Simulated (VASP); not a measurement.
# CsNiN (P-6m2) in VASP: notebook, part 2 of 2

VASP 6.6.1. The steps go on from the part before.

## 3. Single point, PBEsol, collinear spin, ferromagnetic start

The input, INCAR:

```
SYSTEM = CsNiN
PREC = Accurate
ENCUT = 520
EDIFF = 1E-6
ISMEAR = -1
SIGMA = 0.1
LREAL = .False.
LASPH = .True.
NELM = 150
ALGO = Normal
ISIF = 2
LWAVE = .False.
LCHARG = .False.
ISPIN = 2
MAGMOM = 0.01 0.22 0.1
LORBIT = 11
NUPDOWN = 0.4
LMAXMIX = 4
GGA = PS
NBANDS = 23
```

The input, KPOINTS:

```
Automatic mesh
0
Gamma
  6 6 9
  0 0 0
```

The input, POSCAR:

```
CsNiN
1.0
    5.5369660000      0.0000000000      0.0000000000
   -2.7684830000      4.7951532159      0.0000000000
    0.0000000000      0.0000000000      3.4466570000
Cs Ni N
1 1 1
Direct
    0.6666670000      0.3333330000      0.5000000000
    0.3333330000      0.6666670000      0.0000000000
    0.3333330000      0.6666670000      0.5000000000
```

Potentials or basis: VASP PAW PBE potentials, release 64 (Cs_sv, Ni, N).

The run is started by

```bash
$ cat potpaw_PBE.64/Cs_sv/POTCAR potpaw_PBE.64/Ni/POTCAR potpaw_PBE.64/N/POTCAR > POTCAR
$ mpirun -np 1 vasp_std > vasp.out
```

OUTCAR:

```text
SYSTEM = CsNiN
   PREC = Accurate
   ENCUT = 520
   EDIFF = 1E-6
   ISMEAR = -1
   LREAL = .False.
   LASPH = .True.
   NELM = 150
   ISIF = 2
   ISPIN = 2
   LORBIT = 11
   NUPDOWN = 0.4
   GGA = PS

 ion  position               nearest neighbor table
   1  0.667  0.333  0.500-
   2  0.333  0.667  0.000-   3 1.72   3 1.72
   3  0.333  0.667  0.500-   2 1.72   2 1.72

  LATTYP: Found a hexagonal cell.
 ALAT       =     5.5369660000
 C/A-ratio  =     0.6224811566

  Lattice vectors:

 A1 = (   5.5369660000,   0.0000000000,   0.0000000000)
 A2 = (  -2.7684830000,   4.7951532159,   0.0000000000)
 A3 = (   0.0000000000,   0.0000000000,   3.4466570000)

Analysis of symmetry for initial positions (statically):
=====================================================================
 Subroutine PRICEL returns:
 Original cell was already a primitive cell.

 Routine SETGRP: Setting up the symmetry group for a
 hexagonal supercell.

 Subroutine GETGRP returns: Found 12 space group operations
 (whereof 12 operations were pure point group operations)
 out of a pool of 24 trial point group operations.

The static configuration has the point symmetry D_3h.

Analysis of symmetry for dynamics (positions and initial velocities):
=====================================================================
 Subroutine PRICEL returns:
 Original cell was already a primitive cell.

 Routine SETGRP: Setting up the symmetry group for a
 hexagonal supercell.

 Subroutine GETGRP returns: Found 12 space group operations
 (whereof 12 operations were pure point group operations)
 out of a pool of 24 trial point group operations.

The dynamic configuration has the point symmetry D_3h.

Analysis of structural, dynamic, and magnetic symmetry:
=====================================================================
 Subroutine PRICEL returns:
 Original cell was already a primitive cell.

 Routine SETGRP: Setting up the symmetry group for a
 hexagonal supercell.
[... 146 lines left out ...]

 Free energy of the ion-electron system (eV)
  ---------------------------------------------------
  ext. energy  EPLUGINS =         0.00000000
  ---------------------------------------------------
  free energy    TOTEN  =       -15.26326804 eV

  energy without entropy =      -15.21526994  energy(sigma->0) =      -15.23926899

 E-fermi :   1.0445     XC(G=0):  -7.8157

 val. band max:        0.9786550082   @ k =   0.5000   0.0000   0.2222
 cond. band min:       1.0504552770   @ k =   0.5000   0.0000   0.2222
 fundamental gap:      0.0718002689
 Fermi energy:         1.5800412205

 spin component 1

 k-point     1 :       0.0000    0.0000    0.0000
  band No.  band energies     occupation
      1     -20.9225      1.00000
      2     -12.8851      1.00000
      3      -7.6928      1.00000
      4      -7.6927      1.00000
      5      -6.3740      1.00000
      6      -1.0408      1.00000
[... 613 lines left out ...]
     22      10.6070      0.00000
     23      11.7590      0.00000

 [... further k-points ...]

 spin component 2

 k-point     1 :       0.0000    0.0000    0.0000
  band No.  band energies     occupation
      1     -20.9180      1.00000
      2     -12.6991      1.00000
      3      -7.6838      1.00000
      4      -7.6837      1.00000
      5      -6.3708      1.00000
      6      -0.8521      1.00000
[... 613 lines left out ...]
     22      10.6466      0.00000
     23      11.7997      0.00000

 [... further k-points ...]
[... 5 lines left out ...]
  --------------------------------------------------------------------------------------
  -------------------------------------------------------------------------------------
  Total       -0.6056246     -0.6056246     -1.9006936      0.0000000      0.0000000      0.0000000
  in kB      -10.6033153    -10.6033153    -33.2774694      0.0000000      0.0000000      0.0000000
  external PRESSURE =     -18.1613666 kB  Pullay stress =       0.0000000 kB

 VOLUME and BASIS-vectors are now :
 -----------------------------------------------------------------------------
  energy-cutoff  :      520.00
  volume of cell :       91.51
      direct lattice vectors                 reciprocal lattice vectors
     5.536966000  0.000000000  0.000000000     0.180604324  0.104271955  0.000000000
    -2.768483000  4.795153216  0.000000000     0.000000000  0.208543910  0.000000000
     0.000000000  0.000000000  3.446657000     0.000000000  0.000000000  0.290136210

 POSITION                                       TOTAL-FORCE (eV/Angst)
 -----------------------------------------------------------------------------------
      2.76849      1.59838      1.72333         0.000000     -0.000000      0.000000
     -0.00000      3.19677      0.00000         0.000000      0.000000      0.000000
     -0.00000      3.19677      1.72333        -0.000000      0.000000      0.000000
 -----------------------------------------------------------------------------------
    total drift:                                0.002055     -0.001186      0.000000

  FREE ENERGIE OF THE ION-ELECTRON SYSTEM (eV)
  ---------------------------------------------------
  free  energy   TOTEN  =       -15.2632680422 eV

  energy  without entropy=      -15.2152699449  energy(sigma->0) =      -15.23926899

 total charge

# of ion       s       p       d       tot
------------------------------------------
    1        1.847   4.679   0.055   6.581
    2        0.626   0.622   8.320   9.568
    3        1.274   2.330   0.000   3.604
--------------------------------------------------
tot          3.747   7.631   8.375  19.752

 magnetization (x)

# of ion       s       p       d       tot
------------------------------------------
    1        0.000   0.003   0.002   0.005
    2       -0.001   0.013   0.208   0.220
    3        0.002   0.093   0.000   0.095
--------------------------------------------------
tot          0.001   0.110   0.210   0.321
```

It took 1.7 min on 1 thread of Intel Xeon 6975P-C (Granite Rapids), shared host; peak memory 0.33 GiB.

What came out:

```yaml
Free_energy: -15.2633 eV
Pressure: -1.8 GPa
Net_moment: 0.40 μB per cell
Site_moments: Cs +0.01; Ni +0.22; N +0.10 μB
Valence_electrons_inside_the_program's_atomic_spheres: Cs 6.58; Ni 9.57; N 3.60
```

Caveat: the PAW data sets were made with another functional, which shifts forces and pressure a little; spin-orbit coupling is left out, which moves the levels of the heavy elements; the total moment is fixed, so each spin has its own Fermi level and the state may be an excited one.

## 4. Single point, PBEsol, collinear spin, ferromagnetic start

The input, INCAR:

```
ALGO = Normal
EDIFF = 1E-7
ENCUT = 520
GGA = PS
ISIF = 2
ISMEAR = -1
ISPIN = 2
LASPH = True
LCHARG = True
LELF = True
LMAXMIX = 4
LORBIT = 11
LREAL = False
LVHAR = True
LWAVE = False
MAGMOM = 0.01 0.52 0.21
NBANDS = 23
NELM = 150
NUPDOWN = 0.9
PREC = Accurate
SIGMA = 0.1
```

The input, KPOINTS:

```
k-points
0
Gamma
  6 6 9
```

POSCAR is that of step 3.

The run is started by

```bash
$ cat potpaw_PBE.64/Cs_sv/POTCAR potpaw_PBE.64/Ni/POTCAR potpaw_PBE.64/N/POTCAR > POTCAR
$ mpirun -np 1 vasp_std > vasp.out
```

It took 1.8 min on 1 thread of Intel Xeon 6975P-C (Granite Rapids), shared host; peak memory 0.34 GiB.

Results (log left out):

- Free energy: -15.0691 eV
- Pressure: -1.2 GPa
- Net moment: 0.90 μB per cell
- Site moments: Cs +0.01; Ni +0.51; N +0.20 μB
- Valence electrons inside the program's atomic spheres: Cs 6.58; Ni 9.56; N 3.61

Stress tensor (GPa, compression positive):
```
-1.08  0.00  0.00
 0.00 -1.08  0.00
 0.00  0.00 -1.39
```

Caveat: the PAW data sets were made with another functional, which shifts forces and pressure a little; spin-orbit coupling is left out, which moves the levels of the heavy elements; the total moment is fixed, so each spin has its own Fermi level and the state may be an excited one; a cell with one magnetic atom can't hold antiferromagnetic order, which such compounds often take.

## 5. Overview

```tsv
spin	fixed moment (μB)	pressure (GPa)	moment (μB)
collinear, zero start	0.0	-2.0	0.00
collinear, ferromagnetic start	0.4	-1.8	0.40
collinear, ferromagnetic start	0.9	-1.2	0.90
```

Alike in all rows: task single point; level PBEsol; potentials or basis VASP PAW PBE potentials, release 64 (Cs_sv, Ni, N); cell as given; k mesh 6 × 6 × 9; cutoff (eV) 520; smearing fermi-dirac 0.1 eV.

Caveats: the PAW data sets were made with another functional, which shifts forces and pressure a little; spin-orbit coupling is left out, which moves the levels of the heavy elements; the total moment is fixed, so each spin has its own Fermi level and the state may be an excited one (at least some runs); the total moment is fixed, so each spin has its own Fermi level (at least some runs); a cell with one magnetic atom can't hold antiferromagnetic order, which such compounds often take (at least some runs).

Absolute energies hang on the potentials; compare differences alone.
